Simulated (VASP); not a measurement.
Set up this calculation in VASP 6.6.1, as the native input.

| Quantity | Value |
| --- | --- |
| Task | single point |
| Functional | r2SCAN |
| Potentials or basis | VASP PAW PBE potentials, release 64 (Sc_sv) |
| Cutoff | 550 eV |
| k mesh | 9 × 9 × 9 |
| Occupations | gaussian, width 0.1 eV |
| Spin | no spin polarisation |
| Dipole correction | no |
| Further INCAR settings | ALGO = Normal; EDIFF = 1e-06; NBANDS = 12 |

Sc:

```
CELL_PARAMETERS angstrom
-1.69555 1.69555 1.69555
1.69555 -1.69555 1.69555
1.69555 1.69555 -1.69555
ATOMIC_POSITIONS crystal
Sc 0.00000 0.00000 0.00000
```

This isn't the form of Sc at room conditions, which is hcp.

The input as run:

POSCAR

```
Sc
1.0
   -1.6955519712      1.6955519712      1.6955519712
    1.6955519712     -1.6955519712      1.6955519712
    1.6955519712      1.6955519712     -1.6955519712
Sc
1
Direct
    0.0000000000      0.0000000000      0.0000000000
```

INCAR.step1

```
  ALGO = Normal
  EDIFF = 1E-5
  ENCUT = 550
  GGA = PE
  GGA_COMPAT = F
  ISMEAR = 0
  LASPH = T
  LCHARG = F
  LREAL = F
  LWAVE = T
  NBANDS = 12
  NELM = 120
  PREC = Accurate
  SIGMA = 0.1
```

INCAR.step2

```
  ALGO = Normal
  EDIFF = 1E-6
  ENCUT = 550
  GGA_COMPAT = F
  ISIF = 2
  ISMEAR = 0
  ISTART = 1
  LASPH = T
  LCHARG = T
  LELF = T
  LMIXTAU = T
  LREAL = F
  LVHAR = T
  LWAVE = F
  METAGGA = R2SCAN
  NBANDS = 12
  NELM = 120
  PREC = Accurate
  SIGMA = 0.1
```

KPOINTS

```
k-points
0
Gamma
  9 9 9
```

Potentials or basis: VASP PAW PBE potentials, release 64 (Sc_sv).

Command:

```console
$ cat potpaw_PBE.64/Sc_sv/POTCAR > POTCAR
$ cp INCAR.step1 INCAR
$ mpirun -np 1 vasp_std > vasp.out
$ cp INCAR.step2 INCAR
$ mpirun -np 1 vasp_std > vasp.out
```

It gave:

- Pressure: 20.4 GPa
- Band gap on the k mesh: zero (an odd number of electrons rules out a gap without spin polarisation)

Caveat: the cell stands under pressure; the PAW data sets were made with another functional, which shifts forces and pressure a little.

Wall time 24 s on 1 thread of Intel(R) Xeon(R) Platinum 8259CL CPU @ 2.50GHz (Skylake/Cascade Lake), on a shared host, peak memory 0.14 GiB.
